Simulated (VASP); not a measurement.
# IrRu14 in VASP: further runs

The runs below take IrRu14 through single point, with PBE.

All numbers are computed with VASP 6.6.1; they aren't measurements. Logs are shortened: lines on timing, memory, paths and dates and some standing lists are left out, and cuts for length are marked.

## Step 1: The cell of the first run

The cell holds a slab with vacuum, 15 atoms: a = 4.711 Å, b = 4.711 Å, c = 20.594 Å, α = 90.00°, β = 90.00°, γ = 120.00°.

## Step 2: Single point, PBE

Input file INCAR:

```
  ALGO = Normal
  DIPOL = 0.5 0.5 0.500
  EDIFF = 1E-6
  ENCUT = 400
  GGA = PE
  GGA_COMPAT = False
  IDIPOL = 3
  ISIF = 2
  ISMEAR = 1
  LASPH = True
  LCHARG = False
  LDIPOL = True
  LREAL = False
  LWAVE = False
  NBANDS = 116
  NELM = 120
  NELMDL = -8
  PREC = Accurate
  SIGMA = 0.1
```

Input file KPOINTS:

```
k-points
0
Gamma
  6 6 1
```

Input file POSCAR:

```
IrRu14
1.0
    4.0794365732      2.3552638037      0.0000000000
   -4.0794365732      2.3552638037      0.0000000000
    0.0000000000      0.0000000000     20.5936087093
Ru Ir
14 1
Direct
    0.3333333333      0.3333333333      0.2946680405
    0.6666666667      0.0000000000      0.2943730337
    0.0000000000      0.6666666667      0.2943730337
    0.3333333333      0.0000708206      0.3948239717
    0.6665958461      0.6665958461      0.3948239717
    1.0000708206      0.3333333333      0.3948239717
    0.3333333333      0.3333333333      0.5000552801
    0.6666666667      0.0000000000      0.4999602574
    0.0000000000      0.6666666667      0.4999602574
    0.3333333333     -0.0016735197      0.6045179258
    0.6683401864      0.6683401864      0.6045179258
    0.9983264803      0.3333333333      0.6045179258
    0.6666666667      0.0000000000      0.7059987140
    0.0000000000      0.6666666667      0.7059987140
    0.3333333333      0.3333333333      0.7065869767
```

Potentials or basis: VASP PAW PBE potentials, release 64 (Ru_pv, Ir).

Command:

```sh
$ cat potpaw_PBE.64/Ru_pv/POTCAR potpaw_PBE.64/Ir/POTCAR > POTCAR
$ mpirun -np 1 vasp_std > vasp.out
```

OUTCAR:

```text
EDIFF = 1E-6
   ENCUT = 400
   GGA = PE
   ISIF = 2
   ISMEAR = 1
   LASPH = True
   LREAL = False
   NELM = 120
   NELMDL = -8
   PREC = Accurate

 ion  position               nearest neighbor table
   1  0.333  0.333  0.295-   4 2.59   6 2.59   5 2.59   3 2.72   2 2.72   3 2.72   2 2.72   2 2.72
                             3 2.72
   2  0.667  0.000  0.294-   5 2.60   6 2.60   4 2.60   3 2.72   3 2.72   3 2.72   1 2.72   1 2.72
                             1 2.72
   3  0.000  0.667  0.294-   5 2.60   4 2.60   6 2.60   2 2.72   2 2.72   2 2.72   1 2.72   1 2.72
                             1 2.72
   4  0.333  0.000  0.395-   1 2.59   3 2.60   2 2.60   9 2.67   8 2.67   7 2.68   6 2.72   5 2.72
                             5 2.72   5 2.72   6 2.72   6 2.72
   5  0.667  0.667  0.395-   1 2.59   2 2.60   3 2.60   8 2.67   9 2.67   7 2.68   4 2.72   6 2.72
                             4 2.72   6 2.72   6 2.72   4 2.72
   6  0.000  0.333  0.395-   1 2.59   2 2.60   3 2.60   8 2.67   9 2.67   7 2.68   4 2.72   5 2.72
                             5 2.72   5 2.72   4 2.72   4 2.72
   7  0.333  0.333  0.500-  10 2.67  12 2.67  11 2.67   6 2.68   4 2.68   5 2.68   9 2.72   8 2.72
                             9 2.72   8 2.72   9 2.72   8 2.72
   8  0.667  0.000  0.500-  11 2.66  12 2.66  10 2.66   5 2.67   6 2.67   4 2.67   9 2.72   9 2.72
                             9 2.72   7 2.72   7 2.72   7 2.72
   9  0.000  0.667  0.500-  11 2.66  10 2.66  12 2.66   5 2.67   4 2.67   6 2.67   8 2.72   8 2.72
                             8 2.72   7 2.72   7 2.72   7 2.72
  10  0.333  0.998  0.605-  14 2.61  13 2.61  15 2.63   9 2.66   8 2.66   7 2.67  11 2.71  11 2.71
                            12 2.71  12 2.71  12 2.73  11 2.73
  11  0.668  0.668  0.605-  13 2.61  14 2.61  15 2.63   9 2.66   8 2.66   7 2.67  10 2.71  12 2.71
                            12 2.71  10 2.71  10 2.73  12 2.73
  12  0.998  0.333  0.605-  13 2.61  14 2.61  15 2.63   8 2.66   9 2.66   7 2.67  11 2.71  11 2.71
                            10 2.71  10 2.71  10 2.73  11 2.73
  13  0.667  0.000  0.706-  11 2.61  12 2.61  10 2.61  14 2.72  14 2.72  14 2.72  15 2.72  15 2.72
                            15 2.72
  14  0.000  0.667  0.706-  11 2.61  10 2.61  12 2.61  13 2.72  13 2.72  13 2.72  15 2.72  15 2.72
                            15 2.72
  15  0.333  0.333  0.707-  10 2.63  12 2.63  11 2.63  14 2.72  13 2.72  13 2.72  14 2.72  13 2.72
                            14 2.72

  LATTYP: Found a hexagonal cell.
 ALAT       =     4.7105276074
 C/A-ratio  =     4.3718263485

  Lattice vectors:

 A1 = (   4.0794365732,   2.3552638037,   0.0000000000)
 A2 = (  -4.0794365732,   2.3552638037,   0.0000000000)
 A3 = (   0.0000000000,   0.0000000000,  20.5936087093)

Analysis of symmetry for initial positions (statically):
=====================================================================
 Subroutine PRICEL returns:
 Original cell was already a primitive cell.

 Routine SETGRP: Setting up the symmetry group for a
 hexagonal supercell.

 Subroutine GETGRP returns: Found  6 space group operations
 (whereof  2 operations were pure point group operations)
 out of a pool of 24 trial point group operations.

The static configuration has the point symmetry C_1h.
 The point group associated with its full space group is C_3v.

Analysis of symmetry for dynamics (positions and initial velocities):
=====================================================================
 Subroutine PRICEL returns:
 Original cell was already a primitive cell.

 Routine SETGRP: Setting up the symmetry group for a
 hexagonal supercell.

 Subroutine GETGRP returns: Found  6 space group operations
 (whereof  2 operations were pure point group operations)
 out of a pool of 24 trial point group operations.

The dynamic configuration has the point symmetry C_1h.
 The point group associated with its full space group is C_3v.

 Subroutine INISYM returns: Found  6 space group operations
 (whereof  2 operations are pure point group operations),
 and found     1 'primitive' translations

----------------------------------------------------------------------------------------

                                     Primitive cell

  volume of cell :     395.7329

  direct lattice vectors                    reciprocal lattice vectors
     4.079436573  2.355263804  0.000000000     0.122565945  0.212290445  0.000000000
    -4.079436573  2.355263804  0.000000000    -0.122565945  0.212290445  0.000000000
     0.000000000  0.000000000 20.593608709     0.000000000  0.000000000  0.048558755

[... 69 lines left out ...]
  0.500000  0.000000  0.000000      3.000000
  0.166667  0.166667  0.000000      6.000000
  0.333333  0.166667  0.000000     12.000000
  0.333333  0.333333  0.000000      2.000000
   k-points           NKPTS =      7   k-points in BZ     NKDIM =      7   number of bands    NBANDS=    116
   number of dos      NEDOS =    301   number of ions     NIONS =     15
   total plane-waves  NPLWV = 143360
   dimension x,y,z NGX =    32 NGY =   32 NGZ =  140
   dimension x,y,z NGXF=    64 NGYF=   64 NGZF=  280
   ions per type =              14   1
   NGX,Y,Z   is equivalent  to a cutoff of  11.29, 11.29, 11.30 a.u.
   NGXF,Y,Z  is equivalent  to a cutoff of  22.59, 22.59, 22.60 a.u.
 SYSTEM =  unknown system
   PREC   = accura    normal or accurate (medium, high low for compatibility)
   ISTART =      0    job   : 0-new  1-cont  2-samecut
   ICHARG =      2    charge: 1-file 2-atom 10-const
   ISPIN  =      1    spin polarized calculation?
   LNONCOLLINEAR =      F non collinear calculations
   LSORBIT =      F    spin-orbit coupling
   LASPH  =      T    aspherical Exc in radial PAW
   ENCUT  =  400.0 eV  29.40 Ry    5.42 a.u.   7.68  7.68 33.58*2*pi/ulx,y,z
   NELM   =    120;   NELMIN=  2; NELMDL= -8     # of ELM steps
   EDIFF  = 0.1E-05   stopping-criterion for ELM
   LREAL  =      F    real-space projection
   EDIFFG = 0.1E-04   stopping-criterion for IOM
   NSW    =      0    number of steps for IOM
   IBRION =     -1    ionic relax: 0-MD 1-quasi-New 2-CG
   NFREE  =      0    steps in history (QN), initial steepest desc. (CG)
   ISIF   =      2    stress and relaxation
   ISYM   =      2    0-nonsym 1-usesym 2-fastsym
   POTIM  = 0.5000    time-step for ionic-motion
   TEBEG  =    0.0;   TEEND  =   0.0 temperature during run
   PSTRESS=    0.0 pullay stress
   NELECT =     205.0000    total number of electrons
   NUPDOWN=      -1.0000    fix difference up-down
   EMIN   =  10.00;   EMAX   =-10.00  energy-range for DOS
   EFERMI =   0.00;   METHOD = LEGACY
   ISMEAR =     1;   SIGMA  =   0.10  broadening in eV -4-tet -1-fermi 0-gaus
   EFERMI_NEDOS =   21; number of points for ismear=-14 and -15
   IALGO  =     38    algorithm
   IMIX   =      4    mixing-type and parameters
     AMIX     =   0.40;   BMIX     =  1.00
     AMIX_MAG =   1.60;   BMIX_MAG =  1.00
  volume/ion in A,a.u.               =      26.38       178.04
  Fermi-wavevector in a.u.,A,eV,Ry     =   1.314797  2.484606 23.520273  1.728691
  Thomas-Fermi vector in A             =   2.445025
   LORBIT       =      0    0 simple, 1 ext, 2 COOP (PROOUT), +10 PAW based schemes
   GGA     = PE    functional components
   LHFCALC =     F    Hartree Fock is set to
   AEXX    =    0.0000 exact exchange contribution
   IVDW    =     0    specifies the selected vdW correction
   LEPSILON=     F    determine dielectric tensor
   LRPA    =     F    only Hartree local field effects (RPA)
 non-spin polarized calculation
 Methfessel and Paxton  Order N= 1 SIGMA  =   0.10
  energy-cutoff  :      400.00
  volume of cell :      395.73
 maximum number of plane-waves:      7237
 NGX is ok and might be reduce to    32
   NGX = 15   NGY = 15   NGZ = 67

 dipolmoment           0.000000      0.000000     -0.113208 electrons x Angstroem

 number of electron     205.0000009 magnetization

 dipolmoment           0.000000      0.000000      0.023358 electrons x Angstroem

 Free energy of the ion-electron system (eV)
  ---------------------------------------------------
  ext. energy  EPLUGINS =         0.00000000
  ---------------------------------------------------
  free energy    TOTEN  =      -132.06168295 eV

  energy without entropy =     -132.05133565  energy(sigma->0) =     -132.05823385

 E-fermi :   4.1601     XC(G=0):  -8.2619

 val. band max:        4.1433454636   @ k =   0.3333   0.1667   0.0000
 cond. band min:       4.1604780824   @ k =   0.1667   0.1667   0.0000
 fundamental gap:      0.0171326188
 Fermi energy:         4.1600992430

 k-point     1 :       0.0000    0.0000    0.0000
  band No.  band energies     occupation
      1     -39.4507      2.00000
      2     -39.3002      2.00000
      3     -39.2806      2.00000
      4     -39.2318      2.00000
      5     -39.2272      2.00000
      6     -39.2272      2.00000
[... 808 lines left out ...]
    113       4.8619     -0.00000
    114       4.9136     -0.00000
 [bands above 114 left out]

------------------------ aborting loop because EDIFF is reached ----------------------------------------

 vacuum level on the upper side and lower side of the slab       (xc-potential included)        -0.171        -0.397

  FORCE on cell =-STRESS in cart. coord.  units (eV):
  Direction    XX          YY          ZZ          XY          YZ          ZX
  --------------------------------------------------------------------------------------
  -------------------------------------------------------------------------------------
  Total       -9.2916756     -9.2916756     -1.3441751      0.0000000     -0.0000000      0.0000000
  in kB      -37.6185823    -37.6185823     -5.4420715      0.0000000     -0.0000000      0.0000000
  external PRESSURE =     -26.8930787 kB  Pullay stress =       0.0000000 kB

 VOLUME and BASIS-vectors are now :
 -----------------------------------------------------------------------------
  energy-cutoff  :      400.00
  volume of cell :      395.73
      direct lattice vectors                 reciprocal lattice vectors
     4.079436573  2.355263804  0.000000000     0.122565945  0.212290445  0.000000000
    -4.079436573  2.355263804  0.000000000    -0.122565945  0.212290445  0.000000000
     0.000000000  0.000000000 20.593608709     0.000000000  0.000000000  0.048558755

 POSITION                                       TOTAL-FORCE (eV/Angst)
 -----------------------------------------------------------------------------------
      0.00000      1.57018      6.06828        -0.000000      0.000000     -0.022158
      2.71962      1.57018      6.06220        -0.000000      0.000000     -0.021069
     -2.71962      1.57018      6.06220         0.000000     -0.000000     -0.021069
      1.35952      0.78525      8.13085         0.009081     -0.005243      0.034559
      0.00000      3.14002      8.13085        -0.000000      0.010485      0.034559
     -1.35952      0.78525      8.13085        -0.009081     -0.005243      0.034559
      0.00000      1.57018     10.29794        -0.000000     -0.000000      0.009640
      2.71962      1.57018     10.29599         0.000000      0.000000      0.010375
     -2.71962      1.57018     10.29599         0.000000      0.000000      0.010375
     -2.71280      3.13641     12.44921         0.015432     -0.008910     -0.036551
      0.00000      3.14823     12.44921        -0.000000      0.017819     -0.036551
      2.71280      3.13641     12.44921        -0.015432     -0.008910     -0.036551
      2.71962      1.57018     14.53906        -0.000000      0.000000      0.009919
     -2.71962      1.57018     14.53906         0.000000     -0.000000      0.009919
      0.00000      1.57018     14.55118         0.000000     -0.000000      0.020042
 -----------------------------------------------------------------------------------
    total drift:                                0.000000     -0.000032      0.001704

  FREE ENERGIE OF THE ION-ELECTRON SYSTEM (eV)
  ---------------------------------------------------
  free  energy   TOTEN  =      -132.0616829525 eV

  energy  without entropy=     -132.0513356505  energy(sigma->0) =     -132.05823385

 vacuum level on the upper side and lower side of the slab         9.068         8.833
```

It took 23 min on 1 thread of Intel Xeon 8259CL, shared host; peak memory 0.47 GiB.

What came out:

```
Free energy            : -132.0617 eV
Largest force          : 0.041 eV/Å
Band gap on the k mesh : zero (an odd number of electrons rules out a gap without spin polarisation)
```

Forces in eV/Å, atoms in the order of the input:
```
Ru   0.000  0.000 -0.022
Ru   0.000  0.000 -0.021
Ru   0.000  0.000 -0.021
Ru   0.009 -0.005  0.035
Ru   0.000  0.010  0.035
Ru  -0.009 -0.005  0.035
Ru   0.000  0.000  0.010
Ru   0.000  0.000  0.010
Ru   0.000  0.000  0.010
Ru   0.015 -0.009 -0.037
Ru   0.000  0.018 -0.037
Ru  -0.015 -0.009 -0.037
Ru   0.000  0.000  0.010
Ru   0.000  0.000  0.010
Ir   0.000  0.000  0.020
```

Caveat: spin-orbit coupling is left out, which moves the levels of the heavy elements.

(Part 1 of 2 ends here.)
